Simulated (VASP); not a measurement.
Wanted: the native input for a VASP 6.6.1 run.

```
Task                   : electric field gradients
Functional             : PBEsol
Potentials or basis    : VASP PAW PBE potentials, release 64 (Ti_sv, Pt)
Cutoff                 : 520 eV
k mesh                 : 9 × 9 × 9
Occupations            : fermi-dirac, width 0.05 eV
Spin                   : no spin polarisation
Dipole correction      : no
Further INCAR settings : ALGO = Normal; EDIFF = 1e-08; NBANDS = 29
```

The structure of TiPt3 lies in POSCAR:

```
TiPt3
1.0
    3.8970000000      0.0194850000      0.0194850000
    0.0194850000      3.8970000000      0.0194850000
    0.0194850000      0.0194850000      3.8970000000
Ti Pt
1 3
Direct
    0.0000000000      0.0000000000      0.0000000000
    0.0000000000      0.5000000000      0.5000000000
    0.5000000000      0.0000000000      0.5000000000
    0.5000000000      0.5000000000      0.0000000000
```

This cell differs from its parent crystal: equal xy, yz and zx shear strains of +1 %.

The input as run:

INCAR

```
ALGO = Normal ; EDIFF = 1E-8
ENCUT = 520 ; GGA = PS
ISIF = 2 ; ISMEAR = -1
LASPH = T ; LCHARG = F
LEFG = T ; LREAL = F
LWAVE = F ; NBANDS = 29
NELM = 100 ; PREC = Accurate
SIGMA = 0.05
```

KPOINTS

```
k-points
0
Gamma
  9 9 9
```

Potentials or basis: VASP PAW PBE potentials, release 64 (Ti_sv, Pt).

Launch:

```sh
$ cat potpaw_PBE.64/Ti_sv/POTCAR potpaw_PBE.64/Pt/POTCAR > POTCAR
$ mpirun -np 1 vasp_std > vasp.out
```

It gave:

```json
{"Pressure": "0.3 GPa", "Band gap on the k mesh": "zero (band 21 reaches 13.11 eV, above the bottom of band 22 at 11.59 eV)"}
```

Caveat: the cell differs from its parent crystal (equal xy, yz and zx shear strains of +1 %); without QUAD_EFG the Cq values of the log hold for a quadrupole moment of 1 mb, not for the nuclei; the PAW data sets were made with another functional, which shifts forces and pressure a little; spin-orbit coupling is left out, which moves the levels of the heavy elements.

It took 76 s on 1 thread of Intel(R) Xeon(R) 6975P-C (Granite Rapids) (shared host), peak memory 0.26 GiB.
